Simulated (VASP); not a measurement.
Cu: single point with r2SCAN

The system is Cu.

```
CELL_PARAMETERS angstrom
0.00000 1.78850 1.78850
1.78850 0.00000 1.78850
1.78850 1.78850 0.00000
ATOMIC_POSITIONS crystal
Cu 0.00000 0.00000 0.00000
```

```json
{"Program": "VASP 6.6.1", "Task": "single point", "Functional": "r2SCAN", "Potentials or basis": "VASP PAW PBE potentials, release 64 (Cu)", "Cutoff": "520 eV", "k mesh": "26 × 26 × 26", "Occupations": "fermi-dirac, width 0.1 eV", "Spin": "no spin polarisation"}
```

```yaml
Pressure: 0.5 GPa
Band_gap_on_the_k_mesh: zero (an odd number of electrons rules out a gap without spin polarisation)
```

Levels at points of the mesh, in eV from the Fermi level:
| k point | band 4 | band 5 | band 6 | band 7 | band 8 | band 9 |
| --- | --- | --- | --- | --- | --- | --- |
| (0.00, 0.00, 0.00) | -3.26 | -2.40 | -2.40 | 23.63 | 26.91 | 26.91 |
| (0.50, 0.00, 0.00) | -1.78 | -1.78 | -1.16 | 4.12 | 22.12 | 23.64 |
| (0.50, 0.50, 0.00) | -1.62 | -1.62 | 1.55 | 7.64 | 14.00 | 14.00 |

Wall time 2.3 min on 1 thread of Intel(R) Xeon(R) Platinum 8488C (Sapphire Rapids), on a shared host, peak memory 0.19 GiB.

Caveat: the PAW data sets were made with another functional, which shifts forces and pressure a little.
